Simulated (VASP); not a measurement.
Wanted: the native input for a VASP 6.6.1 run.

```yaml
Task: single point
Functional: LDA
Potentials_or_basis: VASP PAW LDA potentials, release 64 (Si, Se)
Cutoff: 500 eV
k_mesh: 8 × 8 × 8
Occupations: gaussian, width 0.02 eV
Spin: no spin polarisation
Dipole_correction: no
Further_INCAR_settings: ALGO = Normal; EDIFF = 1e-06; NBANDS = 25
```

The structure of SiSe2 lies in POSCAR:

```
SiSe2
1.0
   -3.0305326426      4.4203587562      2.9023567107
    3.0305326426     -4.4203587562      2.9023567107
    3.0305326426      4.4203587562     -2.9023567107
Si Se
2 4
Direct
    0.7500000000      0.7500000000      0.0000000000
    0.2500000000      0.2500000000      0.0000000000
    0.1323295281      0.2158786698      0.3482081980
    0.8676704719      0.7841213302      0.6517918020
    0.3676704719      0.7158786698      0.0835491417
    0.6323295281      0.2841213302      0.9164508583
```

The input as run:

INCAR

```
ALGO     = Normal         # electronic algorithm
EDIFF    = 1E-6           # SCF threshold, eV
ENCUT    = 500            # plane-wave cutoff, eV
GGA      = CA             # functional
GGA_COMPAT= F            
ISIF     = 2              # what is computed and relaxed
ISMEAR   = 0              # smearing method
LASPH    = T              # aspherical terms in the spheres
LCHARG   = F              # write CHGCAR
LREAL    = F              # projectors in reciprocal space
LWAVE    = F              # write WAVECAR
NBANDS   = 25             # bands
NELM     = 120            # most SCF steps
PREC     = Accurate       # precision mode
SIGMA    = 0.02           # smearing width, eV
```

KPOINTS

```
k-points
0
Gamma
  8 8 8
```

Potentials or basis: VASP PAW LDA potentials, release 64 (Si, Se).

Command:

```bash
$ cat potpaw_LDA.64/Si/POTCAR potpaw_LDA.64/Se/POTCAR > POTCAR
$ mpirun -np 1 vasp_std > vasp.out
```

It gave:

```json
{"Pressure": "0.2 GPa", "Largest force": "0.054 eV/Å", "Band gap on the k mesh": "1.38 eV, indirect (least direct gap 1.47 eV)"}
```

It took 2.5 min on 1 thread of Intel(R) Xeon(R) 6975P-C (Granite Rapids), with other jobs on the host, peak memory 0.44 GiB.
